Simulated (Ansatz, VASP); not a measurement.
Two plane-wave programs on Ti3Al

INCAR

```
PREC = Accurate
ENCUT = 520
EDIFF = 1E-6
ISMEAR = 0
SIGMA = 0.15
LREAL = False
LASPH = True
NELM = 100
ALGO = Fast
ISIF = 2
LWAVE = False
LCHARG = False
GGA = PE
NBANDS = 28
```

Contents of KPOINTS:

```
Automatic mesh
0
Gamma
  18 18 6
```

The input POSCAR:

```
Ti3Al
1.0
    2.7364997017      0.0000000000      0.0000000000
   -1.3682498509      2.3698782591      0.0000000000
    0.0000000000      0.0000000000      9.7348240389
Ti Al
3 1
Direct
    0.6666666667      0.3333333333      0.0000000000
    0.3333333333      0.6666666667      0.7504575700
    0.3333333333      0.6666666667      0.2495424300
    0.6666666667      0.3333333333      0.5000000000
```

Input for Ansatz:

```yaml
crystal:
  lattice:
    - [2.7364997017, 0.0, 0.0]
    - [-1.3682498509, 2.3698782591, 0.0]
    - [0.0, 0.0, 9.7348240389]
  atoms:
    - { symbol: Ti, position: [0.6666666667, 0.3333333333, 0.0] }
    - { symbol: Ti, position: [0.3333333333, 0.6666666667, 0.75045757] }
    - { symbol: Ti, position: [0.3333333333, 0.6666666667, 0.24954243] }
    - { symbol: Al, position: [0.6666666667, 0.3333333333, 0.5] }
basis:
  ecutwfc: 520.0
kpoints:
  mp_grid: { grid: [18, 18, 6] }
hamiltonian:
  xc: pbe
  pseudopotentials: { kind: paw, azcp: { folder: soft_1 } }
scf:
  occupations: { method: gaussian, width: 0.15 }
output:
  forces: true
  stress: true
  eigenvalues: true
```

Alike in both runs: task single point; functional PBE; k mesh 18 × 18 × 6; occupations gaussian, width 0.15 eV; no spin polarisation.

```csv
,VASP,Ansatz
version,VASP 6.6.1,Ansatz 0.2.0
potentials or method,"VASP PAW PBE potentials, release 64 (Ti_sv, Al), cutoff 520 eV","scalar-relativistic, plane waves, PAW"
valence electrons in the cell,39,39
```

Ansatz gave:

| Quantity | Value |
| --- | --- |
| gap on the k mesh at the Fermi level (eV) | none |
| pressure (GPa) | 10.0 |
| traceless stress, the component that is largest in VASP (GPa) | -11.14 |
| rms of the force components (eV/Å) | 0.189 |

Question: Which values does VASP return?

Answer: gap on the k mesh at the Fermi level (eV): none; pressure (GPa): 9.7; traceless stress, the component that is largest in VASP (GPa): -11.06; rms of the force components (eV/Å): 0.184.

Atom by atom the forces differ by 0.005 eV/Å (rms over components). A gap of «none» marks a metal or a gap that the smearing closes. The functional is the same, so the differences come from potentials, cutoffs and numerics.
